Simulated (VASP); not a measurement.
Here is a VASP 6.6.1 calculation.

Contents of INCAR:

```
SYSTEM = MgZn7O8
ALGO = Normal
EDIFF = 1E-6
ENCUT = 700
GGA = PS
GGA_COMPAT = .FALSE.
ISIF = 2
ISMEAR = -1
ISYM = -1
LASPH = .TRUE.
LCHARG = .FALSE.
LREAL = Auto
LWAVE = .FALSE.
NBANDS = 306
NELM = 120
PREC = Accurate
SIGMA = 0.05
```

The input KPOINTS:

```
explicit points
1
Reciprocal
  0.25000000   0.25000000   0.25000000 1
```

The input POSCAR:

```
MgZn7O8
1.0
    8.5180681919      0.0000000000      0.0000000000
    0.0000000000      8.5180681919      0.0000000000
    0.0000000000      0.0000000000      8.5180681919
O Zn Mg
32 28 4
Direct
    0.2494160000      0.9998390000      0.9983550000
    0.2498360000      0.0002270000      0.5022730000
    0.2499050000      0.4999170000      0.0000630000
    0.2479870000      0.4995840000      0.5003350000
    0.7499930000      0.0000850000      0.0001460000
    0.7500180000      0.0015570000      0.5005860000
    0.7499560000      0.4995440000      0.9999730000
    0.7519820000      0.4977960000      0.5005780000
    0.9996350000      0.2502690000      0.0005120000
    0.9978520000      0.2518680000      0.5001670000
    0.9996620000      0.7496100000      0.0005510000
    0.9995450000      0.7482050000      0.4999540000
    0.4998730000      0.2498780000      0.0005080000
    0.5015630000      0.2501910000      0.5002030000
    0.5000710000      0.7498870000      0.0022280000
    0.5001000000      0.7494270000      0.4983580000
    0.0001470000      0.9999080000      0.2503140000
    0.0016720000      0.9998400000      0.7504600000
    0.9999580000      0.5002510000      0.2519020000
    0.0000910000      0.4999560000      0.7486230000
    0.4994460000      0.9979190000      0.2501130000
    0.4978240000      0.9993310000      0.7502210000
    0.5001320000      0.5018080000      0.2503320000
    0.4995810000      0.5001620000      0.7503270000
    0.2501330000      0.2498680000      0.2500130000
    0.2498120000      0.2479930000      0.7503440000
    0.2517600000      0.7501050000      0.2504530000
    0.2499890000      0.7517620000      0.7502860000
    0.7495170000      0.2495570000      0.2519780000
    0.7493410000      0.2493100000      0.7486720000
    0.7479960000      0.7500850000      0.2500840000
    0.7498190000      0.7499320000      0.7503930000
    0.9996540000      0.9999490000      0.0003350000
    0.9998140000      0.9998430000      0.5003820000
    0.9998970000      0.4998180000      0.0002630000
    0.4998800000      0.9998430000      0.0003150000
    0.4997610000      0.9997430000      0.5002490000
    0.4999640000      0.4997900000      0.0002950000
    0.4998780000      0.4998410000      0.5002990000
    0.2497450000      0.2498990000      0.0002570000
    0.2498330000      0.2498760000      0.5001960000
    0.2497720000      0.7498870000      0.0002620000
    0.2499460000      0.7499050000      0.5003450000
    0.7497720000      0.2498090000      0.0004430000
    0.7498650000      0.7497340000      0.0003060000
    0.7498270000      0.7497060000      0.5003980000
    0.2497240000      0.9998910000      0.2502220000
    0.2499240000      0.4998660000      0.2501080000
    0.2499060000      0.4997760000      0.7503090000
    0.7499150000      0.9996680000      0.2502000000
    0.7497220000      0.9996700000      0.7503980000
    0.7500060000      0.4998770000      0.2502230000
    0.7497530000      0.4997140000      0.7502950000
    0.9998190000      0.2499410000      0.2502920000
    0.9996470000      0.2499760000      0.7503840000
    0.9998510000      0.7500340000      0.2501590000
    0.9997810000      0.7498750000      0.7503660000
    0.4997870000      0.2498580000      0.2502310000
    0.4997690000      0.2498070000      0.7504280000
    0.4998720000      0.7497010000      0.7504250000
    0.0002280000      0.5002410000      0.5002790000
    0.7494310000      0.2494230000      0.5003010000
    0.2498110000      0.9998670000      0.7503860000
    0.4998620000      0.7498480000      0.2502290000
```

Potentials or basis: VASP PAW PBE potentials, release 64 (O, Zn, Mg).

Run with:

```console
$ cat potpaw_PBE.64/O/POTCAR potpaw_PBE.64/Zn/POTCAR potpaw_PBE.64/Mg/POTCAR > POTCAR
$ mpirun -np 1 vasp_std > vasp.out
```

(1) Predict the pressure.

(2) What does it give for the largest force?

## Answers

(1) 0.8 GPa.

(2) 0.084 eV/Å.

Caveat: the PAW data sets were made with another functional, which shifts forces and pressure a little.
